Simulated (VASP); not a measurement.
# LiCu2B2H8Cl2O8: electric field gradients with r2SCAN

LiCu2B2H8Cl2O8:

```
CELL_PARAMETERS angstrom
6.41848 0.00000 0.00000
0.00000 6.41848 0.00000
0.00000 0.00000 5.39796
ATOMIC_POSITIONS crystal
Li 0.50000 0.50000 0.50000
Cu 0.50000 0.00000 0.86498
Cu 0.00000 0.50000 0.13502
B 0.00000 0.00000 0.00000
B 0.50000 0.50000 0.00000
H 0.14755 0.17646 0.74044
H 0.85245 0.82354 0.74044
H 0.66956 0.72252 0.18396
H 0.33044 0.27748 0.18396
H 0.82354 0.14755 0.25956
H 0.17646 0.85245 0.25956
H 0.27748 0.66956 0.81604
H 0.72252 0.33044 0.81604
Cl 0.50000 0.00000 0.35077
Cl 0.00000 0.50000 0.64923
O 0.56938 0.32784 0.83513
O 0.43062 0.67216 0.83513
O 0.05516 0.81819 0.15648
O 0.94484 0.18181 0.15648
O 0.67216 0.56938 0.16487
O 0.32784 0.43062 0.16487
O 0.18181 0.05516 0.84352
O 0.81819 0.94484 0.84352
```

| Property | Result |
| --- | --- |
| Program | VASP 6.6.1 |
| Task | electric field gradients |
| Functional | r2SCAN |
| Potentials or basis | VASP PAW PBE potentials, release 64 (Li_sv, Cu, B, H, Cl, O) |
| Cutoff | 520 eV |
| k mesh | 5 × 5 × 6 |
| Occupations | fermi-dirac, width 0.05 eV |
| Spin | no spin polarisation |
| Dipole correction | no |
| Further INCAR settings | LREAL = Auto; ALGO = Normal; EDIFF = 1e-08; NBANDS = 68 |

* Largest force: 0.501 eV/Å
* Band gap on the k mesh: zero (an odd number of electrons rules out a gap without spin polarisation)
* Largest electric field gradient by atom: Li -1.0; Cu +49.1; B -0.9, -0.6; H +36.8, +34.5 (each value once); Cl +35.0; O +106.5, -130.2 (each value once) V/Å²

Forces on the atoms (eV/Å):
```
Li   0.000  0.000  0.000
Cu   0.000  0.000 -0.054
Cu   0.000  0.000  0.054
B    0.000  0.000  0.000
B    0.000  0.000  0.000
H    0.089 -0.301  0.183
H   -0.089  0.301  0.183
H    0.028 -0.499 -0.041
H   -0.028  0.499 -0.041
H    0.301  0.089 -0.183
H   -0.301 -0.089 -0.183
H    0.499  0.028  0.041
H   -0.499 -0.028  0.041
Cl   0.000  0.000  0.007
Cl   0.000  0.000 -0.007
O    0.365  0.073  0.069
O   -0.365 -0.073  0.069
O    0.191  0.149  0.042
O   -0.191 -0.149  0.042
O   -0.073  0.365 -0.069
O    0.073 -0.365 -0.069
O   -0.149  0.191 -0.042
O    0.149 -0.191 -0.042
```

Levels at points of the mesh, in eV from the Fermi level:
| k point | band 49 | band 50 | band 51 | band 52 | band 53 | band 54 |
| --- | --- | --- | --- | --- | --- | --- |
| (0.00, 0.00, 0.00) | -1.07 | -0.37 | -0.26 | 3.22 | 5.14 | 6.31 |
| (0.00, 0.00, 0.50) | -0.28 | -0.19 | -0.15 | 5.07 | 5.18 | 6.74 |

Electric field gradients, principal values (V/Å²):
| atom | least | middle | greatest (by size) |
| --- | --- | --- | --- |
| 1 Li | 0.502 | 0.502 | -1.004 |
| 2 Cu | -1.204 | -47.939 | 49.143 |
| 3 Cu | -1.204 | -47.939 | 49.143 |
| 4 B | 0.469 | 0.469 | -0.938 |
| 5 B | 0.302 | 0.302 | -0.604 |
| 6 H | -16.306 | -20.463 | 36.769 |
| 7 H | -16.306 | -20.463 | 36.769 |
| 8 H | -15.715 | -18.740 | 34.455 |
| 9 H | -15.715 | -18.740 | 34.455 |
| 10 H | -16.306 | -20.463 | 36.769 |
| 11 H | -16.306 | -20.463 | 36.769 |
| 12 H | -15.715 | -18.740 | 34.455 |
| 13 H | -15.715 | -18.740 | 34.455 |
| 14 Cl | -17.333 | -17.631 | 34.965 |
| 15 Cl | -17.333 | -17.631 | 34.965 |
| 16 O | -4.959 | -101.545 | 106.505 |
| 17 O | -4.959 | -101.545 | 106.505 |
| 18 O | 17.623 | 112.534 | -130.156 |
| 19 O | 17.623 | 112.534 | -130.156 |
| 20 O | -4.959 | -101.545 | 106.505 |
| 21 O | -4.959 | -101.545 | 106.505 |
| 22 O | 17.623 | 112.534 | -130.156 |
| 23 O | 17.623 | 112.534 | -130.156 |

Wall time 66 min on 1 thread of Intel Xeon 8259CL (shared host), peak memory 0.5 GiB.

Caveat: without QUAD_EFG the Cq values of the log hold for a quadrupole moment of 1 mb, not for the nuclei; the PAW data sets were made with another functional, which shifts forces and pressure a little; an odd number of electrons without spin polarisation forces a metal; a magnetic or distorted state may lie lower. With open d or f shells a metallic result of r2SCAN can be an artefact of self-interaction; +U or a hybrid may open a gap.
